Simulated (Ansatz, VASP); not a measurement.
Two plane-wave programs on MgO

The input INCAR:

```
ALGO = Normal
EDIFF = 1E-6
EDIFFG = -0.005
ENCUT = 600
GGA = PE
IBRION = 2
ISIF = 3
ISMEAR = 0
IVDW = 12
LASPH = True
LCHARG = False
LREAL = False
LWAVE = False
NELM = 80
NSW = 70
PREC = Accurate
SIGMA = 0.02
```

Contents of KPOINTS:

```
k-points
0
Gamma
  10 10 10
```

The input POSCAR:

```
MgO
1.0
    0.0000000000      2.1268522620      2.1268522620
    2.1268522620      0.0000000000      2.1268522620
    2.1268522620      2.1268522620      0.0000000000
Mg O
1 1
Direct
    0.0000000000      0.0000000000      0.0000000000
    0.5000000000      0.5000000000      0.5000000000
```

Input for Ansatz:

```yaml
crystal:
  lattice:
    - [0.0, 2.1268522619, 2.1268522619]
    - [2.1268522619, 0.0, 2.1268522619]
    - [2.1268522619, 2.1268522619, 0.0]
  atoms:
    - { symbol: Mg, position: [0.0, 0.0, 0.0] }
    - { symbol: O, position: [0.5, 0.5, 0.5] }
basis:
  ecutwfc: 420
kpoints:
  mp_grid: { grid: [10, 10, 10] }
hamiltonian:
  xc: pbe
  dispersion: d3bj
scf:
  occupations: { method: gaussian, width: 0.02 }
output:
  forces: true
  stress: true
  eigenvalues: true
relax:
  adjacent_minimum: "off"
  f_tol: 0.005
  max_steps: 50
  cell: { stress_tol: 0.05 }
```

Alike in both runs: task relaxation of cell and atoms; functional PBE; dispersion D3(BJ); k mesh 10 × 10 × 10; occupations gaussian, width 0.02 eV; no spin polarisation.

|  | VASP | Ansatz |
| --- | --- | --- |
| version | VASP 6.6.1 | Ansatz 0.2.0 |
| potentials or method | VASP PAW PBE potentials, release 64 (Mg, O), cutoff 600 eV | scalar-relativistic, plane waves, PAW |
| valence electrons in the cell | 8 | 16 |

|  | VASP | Ansatz | Ansatz less VASP |
| --- | --- | --- | --- |
| gap on the k mesh at the Fermi level, each at its own relaxed structure (eV) | 4.82 | 4.77 | -0.047 |
| relaxed volume (Å³/atom) | 9.25 | 9.31 | +0.059 |
| relaxed cell length with the largest relative difference (Å) | 2.969 | 2.975 | +0.0062 |

VASP's potentials hold 8 valence electrons a cell and Ansatz's 16, so a difference there can come from the potentials and not from the codes.
